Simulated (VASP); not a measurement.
Input of a VASP 6.6.1 run:

File INCAR:

```
ALGO = Normal ; EDIFF = 1E-7
ENCUT = 520 ; GGA = PE
ISIF = 2 ; ISMEAR = 0
LASPH = True ; LCHARG = False
LREAL = False ; LWAVE = False
NBANDS = 15 ; NELM = 80
PREC = Accurate ; SIGMA = 0.1
```

Contents of KPOINTS:

```
k-points
0
Gamma
  6 6 6
```

Contents of POSCAR:

```
KBr
1.0
    2.6339589900      1.5207169300      4.3336891200
   -2.6339589900      1.5207169300      4.3336891200
    0.0000000000     -3.0414338600      4.3336891200
K Br
1 1
Direct
    0.2487566200      0.2487566200      0.2487566200
    0.0000000000      0.0000000000      0.0000000000
```

Potentials or basis: VASP PAW PBE potentials, release 64 (K_sv, Br).

Command:

```console
$ cat potpaw_PBE.64/K_sv/POTCAR potpaw_PBE.64/Br/POTCAR > POTCAR
$ mpirun -np 1 vasp_std > vasp.out
```

Task: Predict the pressure.

Result: -0.1 GPa.

Task: Predict the band gap on the k mesh.

Result: 4.21 eV (least direct gap 4.22 eV).

Forces on the atoms (eV/Å):
```
K    0.000  0.000  0.002
Br   0.000  0.000 -0.002
```

A k mesh can miss the band edges.
